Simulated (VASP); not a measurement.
Write the native input for VASP 6.6.1 that does the following.

- Task: single point
- Functional: PBE
- Potentials or basis: VASP PAW PBE potentials, release 64 (Pd)
- Cutoff: 520 eV
- k mesh: 5 × 5 × 5
- Occupations: fermi-dirac, width 0.1 eV
- Spin: no spin polarisation
- Dipole correction: no
- Further INCAR settings: ALGO = Normal; EDIFF = 1e-07; NBANDS = 11

The structure of Pd lies in POSCAR:

```
Pd
1.0
    0.0000000000      1.9734737307      1.9734737307
    1.9734737307      0.0000000000      1.9734737307
    1.9734737307      1.9734737307      0.0000000000
Pd
1
Direct
    0.0000000000      0.0000000000      0.0000000000
```

These files were run (other wordings do the same):

INCAR

```
  ALGO = Normal
  EDIFF = 1E-7
  ENCUT = 520
  GGA = PE
  ISIF = 2
  ISMEAR = -1
  LASPH = T
  LCHARG = F
  LREAL = F
  LWAVE = F
  NBANDS = 11
  NELM = 80
  PREC = Accurate
  SIGMA = 0.1
```

KPOINTS

```
k-points
0
Gamma
  5 5 5
```

Potentials or basis: VASP PAW PBE potentials, release 64 (Pd).

Launch:

```bash
$ cat potpaw_PBE.64/Pd/POTCAR > POTCAR
$ mpirun -np 1 vasp_std > vasp.out
```

It gave:

| Item | Value |
| --- | --- |
| Pressure | 1.8 GPa |
| Band gap on the k mesh | zero (band 5 reaches 9.12 eV, above the bottom of band 6 at 7.96 eV) |

Caveat: the k points lie up to 0.55 Å⁻¹ apart.

Wall time 1.8 s on 1 thread of Intel(R) Xeon(R) 6975P-C (Granite Rapids), on a shared host, peak memory 0.14 GiB.
